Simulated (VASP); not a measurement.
# SnO (P4/mmm) in VASP: single point with r2SCAN

Aim: the single point of SnO with r2SCAN.

Program: VASP 6.6.1. These are calculated values, not measurements. Logs are shortened: lines on timing, memory, paths and dates and some standing lists are left out, and cuts for length are marked.

## (1) The cell of the first run

It takes space group P4/mmm (No. 123, tetragonal). Conventional cell: a = 3.103 Å, b = 3.103 Å, c = 3.029 Å, α = 90.00°, β = 90.00°, γ = 90.00°. Within 3.5 Å of Sn (site symmetry 4/mmm) lie 8 O at 2.67 Å and 6 Sn at 3.03 to 3.10 Å. O (site symmetry 4/mmm) has 8 Sn at 2.67 Å and 6 O at 3.03 to 3.10 Å within 3.5 Å.

## (2) Single point, r2SCAN (uniaxial x strain -2.4%)

Input file POSCAR:

```
SnO
1.0
    3.0286146795      0.0000000000      0.0000000000
    0.0000000000      3.1034067830      0.0000000000
    0.0000000000      0.0000000000      3.1034067830
Sn O
1 1
Direct
    0.0000000000      0.0000000000      0.0000000000
    0.5000000000      0.5000000000      0.5000000000
```

Input file INCAR.step1:

```
SYSTEM = SnO
PREC = Accurate
ENCUT = 520
ISMEAR = -1
SIGMA = 0.02
LREAL = .False.
LASPH = .True.
NELM = 100
NBANDS = 17
GGA = PE
ALGO = Normal
EDIFF = 1E-4
LWAVE = .True.
LCHARG = .False.
```

Input file INCAR.step2:

```
SYSTEM = SnO
PREC = Accurate
ENCUT = 520
EDIFF = 1E-7
ISMEAR = -1
SIGMA = 0.02
LREAL = .False.
LASPH = .True.
NELM = 100
ALGO = Normal
ISIF = 2
LWAVE = .False.
LCHARG = .False.
METAGGA = R2SCAN
LMIXTAU = .True.
NBANDS = 17
ISTART = 1
```

Input file KPOINTS:

```
Automatic mesh
0
Gamma
  8 8 8
  0 0 0
```

Potentials or basis: VASP PAW PBE potentials, release 64 (Sn_d, O).

Command:

```
$ cat potpaw_PBE.64/Sn_d/POTCAR potpaw_PBE.64/O/POTCAR > POTCAR
$ cp INCAR.step1 INCAR
$ mpirun -np 1 vasp_std > vasp.out
$ cp INCAR.step2 INCAR
$ mpirun -np 1 vasp_std > vasp.out
```

OUTCAR:

```text
SYSTEM = SnO
   PREC = Accurate
   ENCUT = 520
   EDIFF = 1E-7
   ISMEAR = -1
   LREAL = .False.
   LASPH = .True.
   NELM = 100
   ISIF = 2
   METAGGA = R2SCAN
   ISTART = 1

 ion  position               nearest neighbor table
   1  0.000  0.000  0.000-   2 2.67   2 2.67   2 2.67   2 2.67   2 2.67   2 2.67   2 2.67   2 2.67

   2  0.500  0.500  0.500-   1 2.67   1 2.67   1 2.67   1 2.67   1 2.67   1 2.67   1 2.67   1 2.67

  LATTYP: Found a simple tetragonal cell.
 ALAT       =     3.1034067830
 C/A-ratio  =     0.9759000000

  Lattice vectors:

 A1 = (   0.0000000000,   3.1034067830,   0.0000000000)
 A2 = (   0.0000000000,   0.0000000000,   3.1034067830)
 A3 = (   3.0286146795,   0.0000000000,   0.0000000000)

Analysis of symmetry for initial positions (statically):
=====================================================================
 Subroutine PRICEL returns:
 Original cell was already a primitive cell.

 Routine SETGRP: Setting up the symmetry group for a
 simple tetragonal supercell.

 Subroutine GETGRP returns: Found 16 space group operations
 (whereof 16 operations were pure point group operations)
 out of a pool of 16 trial point group operations.

The static configuration has the point symmetry D_4h.

Analysis of symmetry for dynamics (positions and initial velocities):
=====================================================================
 Subroutine PRICEL returns:
 Original cell was already a primitive cell.

 Routine SETGRP: Setting up the symmetry group for a
 simple tetragonal supercell.

 Subroutine GETGRP returns: Found 16 space group operations
 (whereof 16 operations were pure point group operations)
 out of a pool of 16 trial point group operations.

The dynamic configuration has the point symmetry D_4h.

 Subroutine INISYM returns: Found 16 space group operations
 (whereof 16 operations are pure point group operations),
 and found     1 'primitive' translations

----------------------------------------------------------------------------------------

                                     Primitive cell

  volume of cell :      29.1690

  direct lattice vectors                    reciprocal lattice vectors
     3.028614679  0.000000000  0.000000000     0.330183964  0.000000000  0.000000000
     0.000000000  3.103406783  0.000000000     0.000000000  0.322226530  0.000000000
     0.000000000  0.000000000  3.103406783     0.000000000  0.000000000  0.322226530

  length of vectors
     3.028614679  3.103406783  3.103406783     0.330183964  0.322226530  0.322226530

  position of ions in fractional coordinates (direct lattice)
     0.000000000  0.000000000  0.000000000
     0.500000000  0.500000000  0.500000000

  ion indices of the primitive-cell ions
   primitive index   ion index
                 1           1
                 2           2

----------------------------------------------------------------------------------------

 KPOINTS: Automatic mesh

Automatic generation of k-mesh.
 Grid dimensions read from file:
 generate k-points for:    8    8    8

 Generating k-lattice:

  Cartesian coordinates                     Fractional coordinates (reciprocal lattice)
     0.041272995  0.000000000  0.000000000     0.125000000  0.000000000  0.000000000
     0.000000000  0.040278316  0.000000000     0.000000000  0.125000000  0.000000000
     0.000000000  0.000000000  0.040278316     0.000000000  0.000000000  0.125000000

  Length of vectors
     0.041272995  0.040278316  0.040278316

  Shift w.r.t. Gamma in fractional coordinates (k-lattice)
     0.000000000  0.000000000  0.000000000

 Subroutine IBZKPT returns following result:
 ===========================================

 Found     75 irreducible k-points:

 Following reciprocal coordinates:
            Coordinates               Weight
  0.000000  0.000000  0.000000      1.000000
  0.125000  0.000000  0.000000      2.000000
  0.250000  0.000000  0.000000      2.000000
  0.375000  0.000000  0.000000      2.000000
  0.500000  0.000000  0.000000      1.000000
  0.000000  0.125000  0.000000      4.000000
[... 16 lines left out ...]
  0.250000  0.500000  0.000000      4.000000
  0.375000  0.500000  0.000000      4.000000
 [... further k-points ...]
   k-points           NKPTS =     75   k-points in BZ     NKDIM =     75   number of bands    NBANDS=     17
   number of dos      NEDOS =    301   number of ions     NIONS =      2
   total plane-waves  NPLWV =  13824
   dimension x,y,z NGX =    24 NGY =   24 NGZ =   24
   dimension x,y,z NGXF=    48 NGYF=   48 NGZF=   48
   ions per type =               1   1
   NGX,Y,Z   is equivalent  to a cutoff of  13.17, 12.86, 12.86 a.u.
   NGXF,Y,Z  is equivalent  to a cutoff of  26.35, 25.71, 25.71 a.u.
 SYSTEM =  SnO
   PREC   = accura    normal or accurate (medium, high low for compatibility)
   ISTART =      1    job   : 0-new  1-cont  2-samecut
   ICHARG =      0    charge: 1-file 2-atom 10-const
   ISPIN  =      1    spin polarized calculation?
   LNONCOLLINEAR =      F non collinear calculations
   LSORBIT =      F    spin-orbit coupling
   LASPH  =      T    aspherical Exc in radial PAW
   ENCUT  =  520.0 eV  38.22 Ry    6.18 a.u.   5.63  5.77  5.77*2*pi/ulx,y,z
   NELM   =    100;   NELMIN=  2; NELMDL=  0     # of ELM steps
   EDIFF  = 0.1E-06   stopping-criterion for ELM
   LREAL  =      F    real-space projection
   EDIFFG = 0.1E-05   stopping-criterion for IOM
   NSW    =      0    number of steps for IOM
   IBRION =     -1    ionic relax: 0-MD 1-quasi-New 2-CG
   NFREE  =      0    steps in history (QN), initial steepest desc. (CG)
   ISIF   =      2    stress and relaxation
   ISYM   =      2    0-nonsym 1-usesym 2-fastsym
   POTIM  = 0.5000    time-step for ionic-motion
   TEBEG  =    0.0;   TEEND  =   0.0 temperature during run
   PSTRESS=    0.0 pullay stress
   NELECT =      20.0000    total number of electrons
   NUPDOWN=      -1.0000    fix difference up-down
   EMIN   =  10.00;   EMAX   =-10.00  energy-range for DOS
   EFERMI =   0.00;   METHOD = LEGACY
   ISMEAR =    -1;   SIGMA  =   0.02  broadening in eV -4-tet -1-fermi 0-gaus
   EFERMI_NEDOS =   21; number of points for ismear=-14 and -15
   IALGO  =     38    algorithm
   IMIX   =      4    mixing-type and parameters
     AMIX     =   0.40;   BMIX     =  1.00
     AMIX_MAG =   1.60;   BMIX_MAG =  1.00
  volume/ion in A,a.u.               =      14.58        98.42
  Fermi-wavevector in a.u.,A,eV,Ry     =   1.443592  2.727993 28.353953  2.083957
  Thomas-Fermi vector in A             =   2.561982
   LORBIT       =      0    0 simple, 1 ext, 2 COOP (PROOUT), +10 PAW based schemes
   METAGGA = R2SCAN    functional components
   LHFCALC =     F    Hartree Fock is set to
   AEXX    =    0.0000 exact exchange contribution
   IVDW    =     0    specifies the selected vdW correction
   LEPSILON=     F    determine dielectric tensor
   LRPA    =     F    only Hartree local field effects (RPA)
 non-spin polarized calculation
  energy-cutoff  :      520.00
  volume of cell :       29.17
 maximum number of plane-waves:       800
 NGX is ok and might be reduce to    24
   NGX = 11   NGY = 11   NGZ = 11

 number of electron      20.0000002 magnetization

 Free energy of the ion-electron system (eV)
  ---------------------------------------------------
  ext. energy  EPLUGINS =         0.00000000
  ---------------------------------------------------
  free energy    TOTEN  =       -31.57311665 eV

  energy without entropy =      -31.57263526  energy(sigma->0) =      -31.57287595

 E-fermi :   8.8327     XC(G=0): -12.2654

 val. band max:        8.8238900939   @ k =   0.5000   0.1250   0.0000
 cond. band min:       8.8660672680   @ k =   0.1250   0.5000   0.0000
 fundamental gap:      0.0421771741
 Fermi energy:         8.8327262507

 k-point     1 :       0.0000    0.0000    0.0000
  band No.  band energies     occupation
      1     -13.9160      2.00000
      2     -13.8806      2.00000
      3     -13.4884      2.00000
      4     -13.4715      2.00000
      5     -13.4715      2.00000
      6     -10.7274      2.00000
[... 9 lines left out ...]
     16      29.2420      0.00000
     17      29.2424      0.00000

 k-point     2 :       0.1250    0.0000    0.0000
  band No.  band energies     occupation
      1     -13.8775      2.00000
      2     -13.8642      2.00000
      3     -13.4898      2.00000
      4     -13.4898      2.00000
      5     -13.4868      2.00000
      6     -10.6279      2.00000
[... 9 lines left out ...]
     16      27.5583      0.00000
     17      28.2712      0.00000

 k-point     3 :       0.2500    0.0000    0.0000
  band No.  band energies     occupation
      1     -13.8701      2.00000
      2     -13.7390      2.00000
      3     -13.5336      2.00000
      4     -13.5336      2.00000
      5     -13.4830      2.00000
      6     -10.3724      2.00000
[... 9 lines left out ...]
     16      24.7833      0.00000
     17      27.3285      0.00000

 k-point     4 :       0.3750    0.0000    0.0000
  band No.  band energies     occupation
      1     -13.8626      2.00000
      2     -13.6134      2.00000
      3     -13.5771      2.00000
      4     -13.5771      2.00000
      5     -13.4792      2.00000
      6     -10.0915      2.00000
[... 9 lines left out ...]
     16      25.3250      0.00000
     17      27.1227      0.00000

 k-point     5 :       0.5000    0.0000    0.0000
  band No.  band energies     occupation
      1     -13.8596      2.00000
      2     -13.5949      2.00000
      3     -13.5949      2.00000
      4     -13.5613      2.00000
      5     -13.4776      2.00000
      6      -9.9663      2.00000
[... 9 lines left out ...]
     16      27.2009      0.00000
     17      27.2009      0.00000

 k-point     6 :       0.0000    0.1250    0.0000
  band No.  band energies     occupation
      1     -13.9087      2.00000
      2     -13.8447      2.00000
      3     -13.5029      2.00000
      4     -13.4856      2.00000
      5     -13.4703      2.00000
      6     -10.6348      2.00000
[... 9 lines left out ...]
     16      27.2733      0.00000
     17      28.2816      0.00000

 k-point     7 :       0.1250    0.1250    0.0000
  band No.  band energies     occupation
      1     -13.8662      2.00000
      2     -13.8319      2.00000
      3     -13.5082      2.00000
      4     -13.5013      2.00000
      5     -13.4883      2.00000
      6     -10.5338      2.00000
[... 9 lines left out ...]
     16      25.9507      0.00000
     17      27.5784      0.00000

 k-point     8 :       0.2500    0.1250    0.0000
  band No.  band energies     occupation
      1     -13.8417      2.00000
      2     -13.7224      2.00000
      3     -13.5615      2.00000
      4     -13.5318      2.00000
      5     -13.4966      2.00000
      6     -10.2761      2.00000
[... 9 lines left out ...]
     16      24.2563      0.00000
     17      26.7111      0.00000
[... 203 lines left out ...]
      1     -13.7732      2.00000
      2     -13.7398      2.00000
      3     -13.5632      2.00000
      4     -13.5553      2.00000
      5     -13.4639      2.00000
      6      -9.5213      2.00000
[... 9 lines left out ...]
     16      24.8228      0.00000
     17      26.6290      0.00000

 k-point    20 :       0.5000    0.3750    0.0000
  band No.  band energies     occupation
      1     -13.8074      2.00000
      2     -13.7294      2.00000
      3     -13.5796      2.00000
      4     -13.5527      2.00000
      5     -13.4154      2.00000
      6      -9.4103      2.00000
[... 9 lines left out ...]
     16      25.1106      0.00000
     17      25.6392      0.00000

 k-point    21 :       0.0000    0.5000    0.0000
  band No.  band energies     occupation
      1     -13.8913      2.00000
      2     -13.6104      2.00000
      3     -13.5866      2.00000
      4     -13.5665      2.00000
      5     -13.4635      2.00000
      6     -10.0207      2.00000
[... 9 lines left out ...]
     16      27.0149      0.00000
     17      27.4557      0.00000

 k-point    22 :       0.1250    0.5000    0.0000
  band No.  band energies     occupation
      1     -13.8511      2.00000
      2     -13.6105      2.00000
      3     -13.5920      2.00000
      4     -13.5836      2.00000
      5     -13.4803      2.00000
      6      -9.9189      2.00000
[... 9 lines left out ...]
     16      25.8147      0.00000
     17      26.8514      0.00000

 k-point    23 :       0.2500    0.5000    0.0000
  band No.  band energies     occupation
      1     -13.7748      2.00000
      2     -13.7108      2.00000
      3     -13.5761      2.00000
      4     -13.5258      2.00000
      5     -13.5206      2.00000
      6      -9.6715      2.00000
[... 9 lines left out ...]
     16      25.2886      0.00000
     17      25.7397      0.00000

 k-point    24 :       0.3750    0.5000    0.0000
  band No.  band energies     occupation
      1     -13.8037      2.00000
      2     -13.7291      2.00000
      3     -13.5686      2.00000
      4     -13.5605      2.00000
      5     -13.4276      2.00000
      6      -9.4187      2.00000
[... 9 lines left out ...]
     16      24.9235      0.00000
     17      25.5951      0.00000

 [... further k-points ...]
[... 5 lines left out ...]
  --------------------------------------------------------------------------------------
  -------------------------------------------------------------------------------------
  Total        0.8023212      0.4045053      0.4045053      0.0000000      0.0000000     -0.0000000
  in kB       44.0694308     22.2184301     22.2184301      0.0000000      0.0000000     -0.0000000
  external PRESSURE =      29.5020970 kB  Pullay stress =       0.0000000 kB

 VOLUME and BASIS-vectors are now :
 -----------------------------------------------------------------------------
  energy-cutoff  :      520.00
  volume of cell :       29.17
      direct lattice vectors                 reciprocal lattice vectors
     3.028614679  0.000000000  0.000000000     0.330183964  0.000000000  0.000000000
     0.000000000  3.103406783  0.000000000     0.000000000  0.322226530  0.000000000
     0.000000000  0.000000000  3.103406783     0.000000000  0.000000000  0.322226530

 POSITION                                       TOTAL-FORCE (eV/Angst)
 -----------------------------------------------------------------------------------
      0.00000      0.00000      0.00000         0.000000      0.000000      0.000000
      1.51431      1.55170      1.55170         0.000000      0.000000      0.000000
 -----------------------------------------------------------------------------------
    total drift:                                0.000000      0.000000     -0.000000

  FREE ENERGIE OF THE ION-ELECTRON SYSTEM (eV)
  ---------------------------------------------------
  free  energy   TOTEN  =       -31.5731166467 eV

  energy  without entropy=      -31.5726352611  energy(sigma->0) =      -31.57287595
```

It took 71 s on 1 thread of Intel Xeon Platinum 8259CL at 2.50GHz (Skylake/Cascade Lake), shared host; peak memory 0.17 GiB.

What came out:

```
Free energy            : -31.5731 eV
Pressure               : 3.0 GPa
Band gap on the k mesh : zero (band 10 reaches 8.87 eV, above the bottom of band 11 at 8.48 eV)
```

Caveat: the cell differs from its parent crystal (uniaxial x strain -2.4%); the PAW data sets were made with another functional, which shifts forces and pressure a little; spin-orbit coupling is left out, which moves the levels of the heavy elements.
